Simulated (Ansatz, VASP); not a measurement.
**Au: VASP beside Ansatz**

```
Au
1.0
    -1.65727    1.65727    1.61584
     1.65727   -1.65727    1.61584
     1.65727    1.65727   -1.61584
Au
1
Cartesian
  0.0000 0.0000 0.0000
```

Change from the starting cell: strain +0.000 along x and y, -0.025 along z, atoms carried along.

Alike in both runs: task single point; functional r2SCAN; k mesh 20 × 20 × 20; occupations gaussian, width 0.15 eV; no spin polarisation.

```csv
,VASP,Ansatz
version,VASP 6.6.1,Ansatz 0.2.0
potentials or method,"VASP PAW PBE potentials, release 64 (Au), cutoff 520 eV","scalar-relativistic, plane waves, PAW"
valence electrons in the cell,11,19
```

Ansatz gave:

```
gap on the k mesh at the Fermi level (eV) : none
pressure (GPa)                            : -1.4
```

Question: Which values does VASP return?

Answer: gap on the k mesh at the Fermi level (eV): none; pressure (GPa): -1.1.

VASP's potentials were made for PBE, not for r2SCAN. A gap of «none» marks a metal or a gap that the smearing closes. The functional is the same, so the differences come from potentials, cutoffs and numerics. VASP's potentials hold 11 valence electrons a cell and Ansatz's 19, so a difference there can come from the potentials and not from the codes.

Neither program's run includes spin-orbit coupling.
